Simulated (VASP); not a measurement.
# H6C2O in VASP: a series of runs

Runs on H6C2O. Level: PBE+D3(BJ). Tasks: single point.

Program: VASP 6.6.1. These are calculated values, not measurements. Logs are shortened: lines on timing, memory, paths and dates and some standing lists are left out, and cuts for length are marked.

### 1 The cell of the first run

The cell holds a disordered packing, 36 atoms: a = 7.960 Å, b = 7.960 Å, c = 7.960 Å, α = 90.00°, β = 90.00°, γ = 90.00°.

### 2 Single point, PBE+D3(BJ)

Input file INCAR:

```
SYSTEM = H6C2O
ALGO = Normal
EDIFF = 1E-6
ENCUT = 520
GGA = PE
ISIF = 2
ISMEAR = -1
IVDW = 12
LASPH = .True.
LCHARG = .True.
LELF = .True.
LREAL = Auto
LVHAR = .True.
LWAVE = .False.
NBANDS = 64
NELM = 60
PREC = Accurate
SIGMA = 0.05
```

Input file KPOINTS:

```
k-points
0
Gamma
  1 1 1
  0 0 0
```

Input file POSCAR:

```
H6C2O
1.0
    7.9602190000      0.0000000000      0.0000000000
    0.0000000000      7.9602190000      0.0000000000
    0.0000000000      0.0000000000      7.9602190000
C O H
8 4 24
Direct
    0.9288186669      0.4898232071      0.0136302783
    0.7760967380      0.5850844053     -0.0330518545
    0.4558668549      0.5120210889      0.4326765382
    0.3050544212      0.3935193240      0.4253149317
    0.5543691700     -0.0211300719      0.8441099422
    0.7044152931      0.0872212184      0.8454290014
    0.1332124154      0.9064072232      0.3448523213
   -0.0137056531      1.0215171216      0.3101296585
    0.6369297126      0.4914814530      0.0347980376
    0.2714875056      0.3131446509      0.5784011721
    0.8501776145     -0.0099117876      0.8770361720
   -0.1684752643      0.9631267682      0.3776654889
    0.5479874360      0.4973983756     -0.0434912658
    0.7834457821      0.7185606326      0.0186175782
    0.7814483496      0.5944057569     -0.1636387140
    1.0395191389      0.5702606926     -0.0085047911
    0.9526245446      0.4446736955      0.1398579612
    0.9534285426      0.3882682122     -0.0792189260
    0.1795679239      0.2306594831      0.5520576758
    0.1949946352      0.4694343208      0.3826025390
    0.3246644345      0.2973536281      0.3275412398
    0.4704770057      0.5650347057      0.3082955381
    0.4250762448      0.6140157702      0.5227368745
    0.5758509910      0.4525629257      0.4600375944
    0.9457779993      0.0623475309      0.8522001719
    0.7131336462      0.1508878085      0.7287739194
    0.6949557544      0.1808744207      0.9403761379
    0.4520981144      0.0621842188      0.8145881414
    0.5598966561     -0.1218810688      0.7509969261
    0.5153124556     -0.0679503918      0.9669206337
   -0.2527568651      1.0220824327      0.3081950384
    0.0225370684      1.1474181803      0.3692486350
   -0.0367452202      1.0486269285      0.1753218096
    0.2430209521      0.9573605952      0.2814495430
    0.1665657691      0.8957291250      0.4786426102
    0.1253608726      0.7761972378      0.2948536969
```

Potentials or basis: VASP PAW PBE potentials, release 64 (C, O, H).

Started as:

```
$ cat potpaw_PBE.64/C/POTCAR potpaw_PBE.64/O/POTCAR potpaw_PBE.64/H/POTCAR > POTCAR
$ mpirun -np 1 vasp_gam > vasp.out
```

OUTCAR:

```text
SYSTEM = H6C2O
   EDIFF = 1E-6
   ENCUT = 520
   GGA = PE
   ISIF = 2
   ISMEAR = -1
   IVDW = 12
   LASPH = .True.
   LREAL = Auto
   NELM = 60
   PREC = Accurate
 IVDW          = 12

 ion  position               nearest neighbor table
   1  0.929  0.490  0.014-  17 1.08  16 1.10  18 1.11   2 1.48
   2  0.776  0.585  0.967-  15 1.04  14 1.14   9 1.44   1 1.48
   3  0.456  0.512  0.433-  22 1.08  24 1.09  23 1.11   4 1.53
   4  0.305  0.394  0.425-  21 1.10  20 1.12  10 1.40   3 1.53
   5  0.554  0.979  0.844-  28 1.08  30 1.09  29 1.09   6 1.47
   6  0.704  0.087  0.845-  26 1.06  27 1.06  11 1.42   5 1.47
   7  0.133  0.906  0.345-  34 1.09  35 1.10  36 1.11   8 1.51
   8  0.986  0.022  0.310-  33 1.11  32 1.14  12 1.42   7 1.51
   9  0.637  0.491  0.035-  13 0.94   2 1.44
  10  0.271  0.313  0.578-  19 1.01   4 1.40
  11  0.850  0.990  0.877-  25 0.97   6 1.42
  12  0.832  0.963  0.378-  31 0.99   8 1.42
  13  0.548  0.497  0.957-   9 0.94
  14  0.783  0.719  0.019-   2 1.14
  15  0.781  0.594  0.836-   2 1.04
  16  0.040  0.570  0.991-   1 1.10
  17  0.953  0.445  0.140-   1 1.08
  18  0.953  0.388  0.921-   1 1.11
[... 16 lines left out ...]
  35  0.167  0.896  0.479-   7 1.10
  36  0.125  0.776  0.295-   7 1.11

  LATTYP: Found a simple cubic cell.
 ALAT       =     7.9602190000

  Lattice vectors:

 A1 = (   7.9602190000,   0.0000000000,   0.0000000000)
 A2 = (   0.0000000000,   7.9602190000,   0.0000000000)
 A3 = (   0.0000000000,   0.0000000000,   7.9602190000)

Analysis of symmetry for initial positions (statically):
=====================================================================
 Subroutine PRICEL returns:
 Original cell was already a primitive cell.

 Routine SETGRP: Setting up the symmetry group for a
 simple cubic supercell.

 Subroutine GETGRP returns: Found  1 space group operations
 (whereof  1 operations were pure point group operations)
 out of a pool of 48 trial point group operations.

The static configuration has the point symmetry C_1 .

Analysis of symmetry for dynamics (positions and initial velocities):
=====================================================================
 Subroutine PRICEL returns:
 Original cell was already a primitive cell.

 Routine SETGRP: Setting up the symmetry group for a
 simple cubic supercell.

 Subroutine GETGRP returns: Found  1 space group operations
 (whereof  1 operations were pure point group operations)
 out of a pool of 48 trial point group operations.

The dynamic configuration has the point symmetry C_1 .

 Subroutine INISYM returns: Found  1 space group operations
 (whereof  1 operations are pure point group operations),
 and found     1 'primitive' translations

----------------------------------------------------------------------------------------

                                     Primitive cell

  volume of cell :     504.4000

  direct lattice vectors                    reciprocal lattice vectors
     7.960219000  0.000000000  0.000000000     0.125624684  0.000000000  0.000000000
     0.000000000  7.960219000  0.000000000     0.000000000  0.125624684  0.000000000
     0.000000000  0.000000000  7.960219000     0.000000000  0.000000000  0.125624684

  length of vectors
     7.960219000  7.960219000  7.960219000     0.125624684  0.125624684  0.125624684

  position of ions in fractional coordinates (direct lattice)
     0.928818667  0.489823207  0.013630278
     0.776096738  0.585084405  0.966948145
     0.455866855  0.512021089  0.432676538
     0.305054421  0.393519324  0.425314932
     0.554369170  0.978869928  0.844109942
     0.704415293  0.087221218  0.845429001
[... 28 lines left out ...]
     0.166565769  0.895729125  0.478642610
     0.125360873  0.776197238  0.294853697

  ion indices of the primitive-cell ions
   primitive index   ion index
                 1           1
                 2           2
                 3           3
                 4           4
                 5           5
                 6           6
[... 28 lines left out ...]
                35          35
[... 47 lines left out ...]
   TEBEG  =    0.0;   TEEND  =   0.0 temperature during run
   PSTRESS=    0.0 pullay stress
   NELECT =      80.0000    total number of electrons
   NUPDOWN=      -1.0000    fix difference up-down
   EMIN   =  10.00;   EMAX   =-10.00  energy-range for DOS
   EFERMI =   0.00;   METHOD = LEGACY
   ISMEAR =    -1;   SIGMA  =   0.05  broadening in eV -4-tet -1-fermi 0-gaus
   EFERMI_NEDOS =   21; number of points for ismear=-14 and -15
   IALGO  =     38    algorithm
   IMIX   =      4    mixing-type and parameters
     AMIX     =   0.40;   BMIX     =  1.00
     AMIX_MAG =   1.60;   BMIX_MAG =  1.00
  volume/ion in A,a.u.               =      14.01        94.55
  Fermi-wavevector in a.u.,A,eV,Ry     =   0.886162  1.674603 10.684426  0.785283
  Thomas-Fermi vector in A             =   2.007292
   LORBIT       =      0    0 simple, 1 ext, 2 COOP (PROOUT), +10 PAW based schemes
   GGA     = PE    functional components
   LHFCALC =     F    Hartree Fock is set to
   AEXX    =    0.0000 exact exchange contribution
   IVDW    =    12    specifies the selected vdW correction
   LEPSILON=     F    determine dielectric tensor
   LRPA    =     F    only Hartree local field effects (RPA)
 non-spin polarized calculation
  energy-cutoff  :      520.00
  volume of cell :      504.40
 maximum number of plane-waves:      6807
 NGX is ok and might be reduce to    60
   NGX = 29   NGY = 29   NGZ = 29

 number of electron      80.0000010 magnetization

 Free energy of the ion-electron system (eV)
  ---------------------------------------------------
  ext. energy  EPLUGINS =         0.00000000
  ---------------------------------------------------
  free energy    TOTEN  =      -186.89598391 eV

  energy without entropy =     -186.89598391  energy(sigma->0) =     -186.89598391

 E-fermi :  -2.4514     XC(G=0):  -5.5229

 val. band max:       -3.6759171691   @ k =   0.0000   0.0000   0.0000
 cond. band min:       0.6506203749   @ k =   0.0000   0.0000   0.0000
 fundamental gap:      4.3265375440
 Fermi energy:        -2.4514050892

 k-point     1 :       0.0000    0.0000    0.0000
  band No.  band energies     occupation
      1     -23.2980      2.00000
      2     -23.2069      2.00000
      3     -23.1730      2.00000
      4     -23.1049      2.00000
      5     -16.3765      2.00000
      6     -16.2972      2.00000
[... 44 lines left out ...]
     51       4.3323      0.00000
     52       4.4361      0.00000
 [bands above 52 left out]

------------------------ aborting loop because EDIFF is reached ----------------------------------------

 Edisp (eV)   -1.00756

 E8    (eV) :    -0.2205

  FORCE on cell =-STRESS in cart. coord.  units (eV):
  Direction    XX          YY          ZZ          XY          YZ          ZX
  --------------------------------------------------------------------------------------
  -------------------------------------------------------------------------------------
  Total       5.14122    -0.74310     5.14002    -0.80341    -2.45261    -0.33313
  in kB      16.33060    -2.36039    16.32678    -2.55197    -7.79049    -1.05815
  external pressure =       10.10 kB  Pullay stress =        0.00 kB

 VOLUME and BASIS-vectors are now :
 -----------------------------------------------------------------------------
  energy-cutoff  :      520.00
  volume of cell :      504.40
      direct lattice vectors                 reciprocal lattice vectors
     7.960219000  0.000000000  0.000000000     0.125624684  0.000000000  0.000000000
     0.000000000  7.960219000  0.000000000     0.000000000  0.125624684  0.000000000
     0.000000000  0.000000000  7.960219000     0.000000000  0.000000000  0.125624684

 POSITION                                       TOTAL-FORCE (eV/Angst)
 -----------------------------------------------------------------------------------
      7.39360      3.89910      0.10850         2.472679     -0.164558     -1.076259
      6.17790      4.65740      7.69712         0.180347      0.740066      2.990979
      3.62880      4.07580      3.44420        -0.926906      0.055726      0.465864
      2.42830      3.13250      3.38560         0.236388      0.609117     -1.339077
      4.41290      7.79202      6.71930        -0.988128     -0.249752      0.220406
      5.60730      0.69430      6.72980         0.295665     -0.601626      0.493375
[... 28 lines left out ...]
      1.32590      7.13020      3.81010        -0.247328      0.097375      0.022903
      0.99790      6.17870      2.34710        -0.479117      0.355709      0.113323
 -----------------------------------------------------------------------------------
    total drift:                                0.015225      0.006272     -0.003159

  FREE ENERGIE OF THE ION-ELECTRON SYSTEM (eV)
  ---------------------------------------------------
  free  energy   TOTEN  =      -187.9035426122 eV

  energy  without entropy=     -187.9035426121  energy(sigma->0) =     -187.90354261
```

It took 81 s on 1 thread of Intel Xeon Platinum 8259CL at 2.50GHz (Skylake/Cascade Lake), shared host; peak memory 0.44 GiB.

Results:

* Free energy: -187.9035 eV
* Pressure: 1.0 GPa
* Largest force: 3.086 eV/Å
* Band gap on the k mesh: 4.33 eV
* Dispersion energy per atom: -0.028 eV

Forces on the atoms (eV/Å):
```
C    2.473 -0.165 -1.076
C    0.180  0.740  2.991
C   -0.927  0.056  0.466
C    0.236  0.609 -1.339
C   -0.988 -0.250  0.220
C    0.296 -0.602  0.493
C    0.245 -0.820 -0.289
C    0.385  1.053  0.121
O    0.546  0.185  0.398
O   -1.127 -1.233  0.699
O    1.095 -0.329 -0.007
O   -0.664  0.306 -0.295
H   -1.249  0.079 -0.882
H   -0.350 -1.003 -0.271
H   -0.631  0.192 -2.125
H    0.020  0.246 -0.062
H   -0.711 -0.179  0.527
H   -0.297 -0.152  0.482
H    0.960  0.802  0.500
H    0.142 -0.129  0.156
H    0.153 -0.014 -0.205
H    0.049  0.372 -0.443
H    0.411 -0.207 -0.158
H    0.144 -0.261  0.384
H    0.043 -0.191  0.092
H    0.219  0.625 -1.430
H   -0.314  1.021  0.927
H   -0.795  0.372 -0.605
H    0.038 -0.123 -0.035
H    0.414 -0.461  0.316
H    0.206 -0.537  0.656
H   -0.381 -0.540 -0.328
H    0.539 -0.246  0.090
H    0.365  0.330 -0.106
H   -0.247  0.097  0.023
H   -0.479  0.356  0.113
```

Stress tensor (GPa, compression positive):
```
 1.63 -0.26 -0.11
-0.26 -0.24 -0.78
-0.11 -0.78  1.63
```

Caveat: the k points lie up to 0.79 Å⁻¹ apart.

[end of part 1 of 2]
